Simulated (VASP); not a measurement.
# Ta (Im-3m) in VASP: notebook, part 2 of 2

VASP 6.6.1.

### 3 Single point, r2SCAN

The input, POSCAR:

```
Ta
1.0
   -1.6143295477      1.6143295477      1.6143295477
    1.6143295477     -1.6143295477      1.6143295477
    1.6143295477      1.6143295477     -1.6143295477
Ta
1
Direct
    0.0000000000      0.0000000000      0.0000000000
```

The input, INCAR.step1:

```
  ALGO = Normal
  EDIFF = 1E-4
  ENCUT = 520
  GGA = PE
  ISMEAR = -1
  LASPH = T
  LCHARG = F
  LREAL = F
  LWAVE = T
  NBANDS = 12
  NELM = 80
  PREC = Accurate
  SIGMA = 0.1
```

The input, INCAR.step2:

```
  ALGO = Normal
  EDIFF = 1E-7
  ENCUT = 520
  ISIF = 2
  ISMEAR = -1
  ISTART = 1
  LASPH = T
  LCHARG = F
  LMIXTAU = T
  LREAL = F
  LWAVE = F
  METAGGA = R2SCAN
  NBANDS = 12
  NELM = 80
  PREC = Accurate
  SIGMA = 0.1
```

The input, KPOINTS:

```
k-points
0
Gamma
  14 14 14
```

Potentials or basis: VASP PAW PBE potentials, release 64 (Ta_pv).

Started as:

```console
$ cat potpaw_PBE.64/Ta_pv/POTCAR > POTCAR
$ cp INCAR.step1 INCAR
$ mpirun -np 1 vasp_std > vasp.out
$ cp INCAR.step2 INCAR
$ mpirun -np 1 vasp_std > vasp.out
```

OUTCAR:

```text
EDIFF = 1E-7
   ENCUT = 520
   ISIF = 2
   ISMEAR = -1
   ISTART = 1
   LASPH = T
   LREAL = F
   METAGGA = R2SCAN
   NELM = 80
   PREC = Accurate

 ion  position               nearest neighbor table
   1  0.000  0.000  0.000-

  LATTYP: Found a body centered cubic cell.
 ALAT       =     3.2286590954

  Lattice vectors:

 A1 = (  -1.6143295477,   1.6143295477,   1.6143295477)
 A2 = (   1.6143295477,  -1.6143295477,   1.6143295477)
 A3 = (   1.6143295477,   1.6143295477,  -1.6143295477)

Analysis of symmetry for initial positions (statically):
=====================================================================
 Subroutine PRICEL returns:
 Original cell was already a primitive cell.

 Routine SETGRP: Setting up the symmetry group for a
 body centered cubic supercell.

 Subroutine GETGRP returns: Found 48 space group operations
 (whereof 48 operations were pure point group operations)
 out of a pool of 48 trial point group operations.

The static configuration has the point symmetry O_h .

[... 166 lines left out ...]
  band No.  band energies     occupation
      1     -28.0484      2.00000
      2     -28.0484      2.00000
      3     -28.0484      2.00000
      4      -2.6956      2.00000
      5       6.7230      0.00049
      6       6.7230      0.00049
      7       6.7230      0.00049
      8      10.4569      0.00000
      9      10.4569      0.00000
     10      18.3193      0.00000
     11      21.9952      0.00000
     12      21.9952      0.00000
[... 331 lines left out ...]
 k-point    24 :       0.3571    0.2857    0.0000
  band No.  band energies     occupation
      1     -29.2290      2.00000
      2     -28.9935      2.00000
      3     -28.2402      2.00000
      4       3.0236      2.00000
      5       4.4578      2.00000
      6       5.1038      1.99925
      7      10.7033      0.00000
      8      11.3611      0.00000
      9      16.3598      0.00000
     10      18.3155      0.00000
     11      18.3222      0.00000
     12      20.2634      0.00000

 [... further k-points ...]

------------------------ aborting loop because EDIFF is reached ----------------------------------------

  FORCE on cell =-STRESS in cart. coord.  units (eV):
  Direction    XX          YY          ZZ          XY          YZ          ZX
  --------------------------------------------------------------------------------------
  -------------------------------------------------------------------------------------
  Total        1.8131394      1.8131394      1.8131394     -0.0000000      0.0000000     -0.0000000
  in kB      172.6255954    172.6255954    172.6255954     -0.0000000      0.0000000     -0.0000000
  external PRESSURE =     172.6255954 kB  Pullay stress =       0.0000000 kB

 VOLUME and BASIS-vectors are now :
 -----------------------------------------------------------------------------
  energy-cutoff  :      520.00
  volume of cell :       16.83
      direct lattice vectors                 reciprocal lattice vectors
    -1.614329548  1.614329548  1.614329548     0.000000000  0.309726103  0.309726103
     1.614329548 -1.614329548  1.614329548     0.309726103  0.000000000  0.309726103
     1.614329548  1.614329548 -1.614329548     0.309726103  0.309726103  0.000000000

 POSITION                                       TOTAL-FORCE (eV/Angst)
 -----------------------------------------------------------------------------------
      0.00000      0.00000      0.00000         0.000000      0.000000      0.000000
 -----------------------------------------------------------------------------------
    total drift:                               -0.000000      0.000000      0.000000

  FREE ENERGIE OF THE ION-ELECTRON SYSTEM (eV)
  ---------------------------------------------------
  free  energy   TOTEN  =       -48.5381304781 eV

  energy  without entropy=      -48.5044092898  energy(sigma->0) =      -48.52126988
```

OUTCAR.step1:

```text
EDIFF = 1E-4
   ENCUT = 520
   GGA = PE
   ISMEAR = -1
   LASPH = T
   LREAL = F
[... 574 lines left out ...]

 POSITION                                       TOTAL-FORCE (eV/Angst)
 -----------------------------------------------------------------------------------
      0.00000      0.00000      0.00000        -0.000000      0.000000      0.000000
 -----------------------------------------------------------------------------------
    total drift:                               -0.000000      0.000000      0.000000

  FREE ENERGIE OF THE ION-ELECTRON SYSTEM (eV)
  ---------------------------------------------------
  free  energy   TOTEN  =       -11.7525591137 eV

  energy  without entropy=      -11.7149890215  energy(sigma->0) =      -11.73377407
```

OSZICAR.step1:

```text
N       E                     dE             d eps       ncg     rms          rms(c)
DAV:   1     0.603729561376E+02    0.60373E+02   -0.61369E+03  2512   0.888E+02
DAV:   2    -0.111893898796E+02   -0.71562E+02   -0.69591E+02  2792   0.246E+02
DAV:   3    -0.121621405625E+02   -0.97275E+00   -0.96694E+00  2952   0.272E+01
DAV:   4    -0.121643667487E+02   -0.22262E-02   -0.22260E-02  2796   0.146E+00
DAV:   5    -0.121643725800E+02   -0.58313E-05   -0.58315E-05  2724   0.725E-02    0.152E+01
DAV:   6    -0.118547845492E+02    0.30959E+00   -0.24249E-01  2904   0.534E+00    0.769E+00
DAV:   7    -0.117537963105E+02    0.10099E+00   -0.23030E-01  2852   0.492E+00    0.388E-01
DAV:   8    -0.117525884118E+02    0.12079E-02   -0.46335E-03  2628   0.684E-01    0.135E-01
DAV:   9    -0.117525591137E+02    0.29298E-04   -0.10180E-04  2052   0.116E-01
   1 F= -.11752559E+02 E0= -.11733774E+02  d E =-.375701E-01
```

Run time: 1.7 min. Hardware: 1 thread of Intel Xeon 8259CL, shared host; peak memory 0.16 GiB.

Results:

| Quantity | Value |
| --- | --- |
| Free energy | -48.5381 eV |
| Pressure | 17.3 GPa |
| Band gap on the k mesh | zero (an odd number of electrons rules out a gap without spin polarisation) |

Caveat: the cell stands under pressure; the PAW data sets were made with another functional, which shifts forces and pressure a little; spin-orbit coupling is left out, which moves the levels of the heavy elements.

### 4 Single point, r2SCAN

This run uses another cell than the first one, of 17.38 Å³/atom.

The input, POSCAR:

```
Ta
1.0
   -1.6316892610      1.6316892610      1.6316892610
    1.6316892610     -1.6316892610      1.6316892610
    1.6316892610      1.6316892610     -1.6316892610
Ta
1
Direct
    0.0000000000      0.0000000000      0.0000000000
```

The input, INCAR.step1:

```
PREC     = Accurate       # precision mode
ENCUT    = 520            # plane-wave cutoff, eV
ISMEAR   = -1             # smearing method
SIGMA    = 0.1            # smearing width, eV
LREAL    = F              # projectors in reciprocal space
LASPH    = T              # aspherical terms in the spheres
NELM     = 80             # most SCF steps
NBANDS   = 12             # bands
GGA      = PE             # functional
ALGO     = Normal         # electronic algorithm
EDIFF    = 1E-4           # SCF threshold, eV
LWAVE    = T              # write WAVECAR
LCHARG   = F              # write CHGCAR
```

The input, INCAR.step2:

```
PREC     = Accurate       # precision mode
ENCUT    = 520            # plane-wave cutoff, eV
EDIFF    = 1E-7           # SCF threshold, eV
ISMEAR   = -1             # smearing method
SIGMA    = 0.1            # smearing width, eV
LREAL    = F              # projectors in reciprocal space
LASPH    = T              # aspherical terms in the spheres
NELM     = 80             # most SCF steps
ALGO     = Normal         # electronic algorithm
ISIF     = 2              # what is computed and relaxed
LWAVE    = F              # write WAVECAR
LCHARG   = F              # write CHGCAR
METAGGA  = R2SCAN         # meta-GGA
LMIXTAU  = T            
NBANDS   = 12             # bands
ISTART   = 1
```

The input, KPOINTS:

```
Automatic mesh
0
Gamma
  14 14 14
```

Started as:

```console
$ cat potpaw_PBE.64/Ta_pv/POTCAR > POTCAR
$ cp INCAR.step1 INCAR
$ mpirun -np 1 vasp_std > vasp.out
$ cp INCAR.step2 INCAR
$ mpirun -np 1 vasp_std > vasp.out
```

Run time: 1.8 min. Hardware: 1 thread of Intel Xeon 8259CL, shared host; peak memory 0.16 GiB.

Results (log left out):

```
Free energy            : -48.5830 eV
Pressure               : 9.1 GPa
Band gap on the k mesh : zero (an odd number of electrons rules out a gap without spin polarisation)
```

Levels at points of the mesh, in eV from the Fermi level:
```tsv
k point	band 2	band 3	band 4	band 5	band 6	band 7	band 8	band 9
(0.00, 0.00, 0.00)	-34.08	-34.08	-8.48	0.83	0.83	0.83	4.45	4.45
(0.50, 0.00, 0.00)	-34.52	-34.09	-4.74	-1.69	1.64	4.34	5.45	8.44
(0.50, 0.50, 0.50)	-35.04	-35.04	-4.19	-4.19	7.40	7.40	7.40	9.36
```

Caveat: the cell stands under pressure; the PAW data sets were made with another functional, which shifts forces and pressure a little; spin-orbit coupling is left out, which moves the levels of the heavy elements.
